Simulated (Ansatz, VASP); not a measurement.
One calculation of H6C2O, two programs

File POSCAR:

```
H6C2O
1.0
    7.5290720000      0.0000000000      0.0000000000
    0.0000000000      7.5290720000      0.0000000000
    0.0000000000      0.0000000000      7.5290720000
C O H
8 4 24
Direct
    0.4178846000      0.2637390000      0.5975209000
    0.2482055000      0.1732992000      0.5395944000
    0.6751077000      0.7123639000      0.7838736000
    0.8595470000      0.7149389000      0.8632545000
    0.3599146000      0.9115454000      0.1333921000
    0.2960318000      0.7294365000      0.1889002000
    0.6876078000      0.2541291000      0.2010422000
    0.8151627000      0.1115051000      0.1400999000
    0.2320127000      0.0144741000      0.6417056000
    0.9748499000      0.6299697000      0.7391586000
    0.3168365000      0.6150402000      0.0392507000
    0.9803441000      0.1434574000      0.2273265000
    0.1232275000     -0.0445662000      0.6053252000
    0.1340516000      0.2615556000      0.5618929000
    0.2534669000      0.1432478000      0.3968122000
    0.4380264000      0.3871329000      0.5236587000
    0.4119155000      0.2944659000      0.7391076000
    0.5311891000      0.1762984000      0.5742227000
    1.0937860000      0.6310208000      0.7891249000
    0.9017312000      0.8525164000      0.8879616000
    0.8601100000      0.6449673000      0.9913997000
    0.5799294000      0.7759765000      0.8732151000
    0.6746112000      0.7828827000      0.6571714000
    0.6330394000      0.5755798000      0.7604868000
    0.2760690000      0.4976030000      0.0737478000
    0.3739546000      0.6813230000      0.3026133000
    0.1562912000      0.7357686000      0.2307333000
    0.3473198000      1.0059337000      0.2430259000
    0.4990251000      0.9051596000      0.0929684000
    0.2816200000      0.9595407000      0.0211737000
    1.0631995000      0.0523384000      0.1889098000
    0.7628946000     -0.0205309000      0.1740418000
    0.8308665000      0.1167472000     -0.0049636000
    0.5576972000      0.2368832000      0.1384869000
    0.6713472000      0.2479620000      0.3450010000
    0.7392385000      0.3850773000      0.1662079000
```

File INCAR.step1:

```
SYSTEM = H6C2O
PREC = Accurate
ENCUT = 520
ISMEAR = -1
SIGMA = 0.02
LREAL = Auto
LASPH = .TRUE.
NELM = 60
GGA = PE
ALGO = Normal
EDIFF = 1E-4
LWAVE = .TRUE.
LCHARG = .FALSE.
```

The input INCAR.step2:

```
SYSTEM = H6C2O
PREC = Accurate
ENCUT = 520
EDIFF = 1E-6
ISMEAR = -1
SIGMA = 0.02
LREAL = Auto
LASPH = .TRUE.
NELM = 60
ALGO = Normal
ISIF = 2
LWAVE = .FALSE.
LCHARG = .FALSE.
METAGGA = R2SCAN
LMIXTAU = .TRUE.
IVDW = 12
VDW_S6 = 1.0
VDW_S8 = 0.78981345
VDW_A1 = 0.49484001
VDW_A2 = 5.73083694
IBRION = 2
NSW = 35
EDIFFG = -0.3
ISTART = 1
```

File KPOINTS:

```
Automatic mesh
0
G
  1 1 1
  0 0 0
```

Input for Ansatz:

```yaml
crystal:
  lattice:
    - [7.529072, 0.0, 0.0]
    - [0.0, 7.529072, 0.0]
    - [0.0, 0.0, 7.529072]
  atoms:
    - { symbol: C, position: [0.4178846, 0.263739, 0.5975209] }
    - { symbol: C, position: [0.2482055, 0.1732992, 0.5395944] }
    - { symbol: O, position: [0.2320127, 0.0144741, 0.6417056] }
    - { symbol: H, position: [0.1232275, -0.0445662, 0.6053252] }
    - { symbol: H, position: [0.1340516, 0.2615556, 0.5618929] }
    - { symbol: H, position: [0.2534669, 0.1432478, 0.3968122] }
    - { symbol: H, position: [0.4380264, 0.3871329, 0.5236587] }
    - { symbol: H, position: [0.4119155, 0.2944659, 0.7391076] }
    - { symbol: H, position: [0.5311891, 0.1762984, 0.5742227] }
    - { symbol: C, position: [0.6751077, 0.7123639, 0.7838736] }
    - { symbol: C, position: [0.859547, 0.7149389, 0.8632545] }
    - { symbol: O, position: [0.9748499, 0.6299697, 0.7391586] }
    - { symbol: H, position: [1.093786, 0.6310208, 0.7891249] }
    - { symbol: H, position: [0.9017312, 0.8525164, 0.8879616] }
    - { symbol: H, position: [0.86011, 0.6449673, 0.9913997] }
    - { symbol: H, position: [0.5799294, 0.7759765, 0.8732151] }
    - { symbol: H, position: [0.6746112, 0.7828827, 0.6571714] }
    - { symbol: H, position: [0.6330394, 0.5755798, 0.7604868] }
    - { symbol: C, position: [0.3599146, 0.9115454, 0.1333921] }
    - { symbol: C, position: [0.2960318, 0.7294365, 0.1889002] }
    - { symbol: O, position: [0.3168365, 0.6150402, 0.0392507] }
    - { symbol: H, position: [0.276069, 0.497603, 0.0737478] }
    - { symbol: H, position: [0.3739546, 0.681323, 0.3026133] }
    - { symbol: H, position: [0.1562912, 0.7357686, 0.2307333] }
    - { symbol: H, position: [0.3473198, 1.0059337, 0.2430259] }
    - { symbol: H, position: [0.4990251, 0.9051596, 0.0929684] }
    - { symbol: H, position: [0.28162, 0.9595407, 0.0211737] }
    - { symbol: C, position: [0.6876078, 0.2541291, 0.2010422] }
    - { symbol: C, position: [0.8151627, 0.1115051, 0.1400999] }
    - { symbol: O, position: [0.9803441, 0.1434574, 0.2273265] }
    - { symbol: H, position: [1.0631995, 0.0523384, 0.1889098] }
    - { symbol: H, position: [0.7628946, -0.0205309, 0.1740418] }
    - { symbol: H, position: [0.8308665, 0.1167472, -0.0049636] }
    - { symbol: H, position: [0.5576972, 0.2368832, 0.1384869] }
    - { symbol: H, position: [0.6713472, 0.247962, 0.345001] }
    - { symbol: H, position: [0.7392385, 0.3850773, 0.1662079] }
basis:
  ecutwfc: 500.0
kpoints:
  mp_grid: { grid: [1, 1, 1] }
hamiltonian:
  xc: r2scan
  dispersion: d3bj
scf:
  occupations: { method: fermi_dirac, width: 0.02 }
  lower_state_search: "off"
relax:
  f_tol: 0.3
  max_steps: 15
  adjacent_minimum: "off"
output:
  write_density: true
  write_potential: true
  elf: true
  volumetric_format: npy
```

Alike in both runs: task relaxation of the atoms; functional r2SCAN; dispersion D3(BJ); k mesh 1 × 1 × 1; occupations fermi-dirac, width 0.02 eV; no spin polarisation.

|  | VASP | Ansatz |
| --- | --- | --- |
| version | VASP 6.6.1 | Ansatz 0.2.0 |
| potentials or method | VASP PAW PBE potentials, release 64 (C, O, H), cutoff 520 eV | scalar-relativistic, plane waves, PAW |
| valence electrons in the cell | 80 | 80 |

|  | VASP | Ansatz | Ansatz less VASP |
| --- | --- | --- | --- |
| gap on the k mesh at the Fermi level, each at its own relaxed structure (eV) | 5.37 | 5.45 | +0.077 |

VASP's potentials were made for PBE, not for r2SCAN. Ansatz's warnings: dispersion damping borrowed, xc potential rough in thin density.
